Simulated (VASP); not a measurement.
Te2Mo, 6 atoms in the cell. The cell holds a slab with vacuum, 6 atoms: a = 3.560 Å, b = 3.560 Å, c = 24.811 Å, α = 90.00°, β = 90.00°, γ = 120.00°. 

| Property | Result |
| --- | --- |
| Program | VASP 6.6.1 |
| Task | single point |
| Functional | PBEsol |
| Potentials or basis | VASP PAW PBE potentials, release 64 (Te, Mo_sv) |
| Cutoff | 520 eV |
| k mesh | 3 × 3 × 1 |
| Occupations | fermi-dirac, width 0.05 eV |
| Spin | no spin polarisation |
| Dipole correction | no |
| Further INCAR settings | ALGO = Normal; EDIFF = 1e-07; NBANDS = 35 |

Potentials or basis: VASP PAW PBE potentials, release 64 (Te, Mo_sv).

Run with:

```sh
$ cat potpaw_PBE.64/Te/POTCAR potpaw_PBE.64/Mo_sv/POTCAR > POTCAR
$ mpirun -np 1 vasp_std > vasp.out
```

Hardware: 1 thread of Intel(R) Xeon(R) Platinum 8259CL CPU @ 2.50GHz (Skylake/Cascade Lake), on a shared host.

Estimate the wall time of this run.

Run time: 87 s on 1 thread of Intel(R) Xeon(R) Platinum 8259CL CPU @ 2.50GHz (Skylake/Cascade Lake), with other jobs on the host, peak memory 0.36 GiB. Counts: scf iterations 25, k points 3.
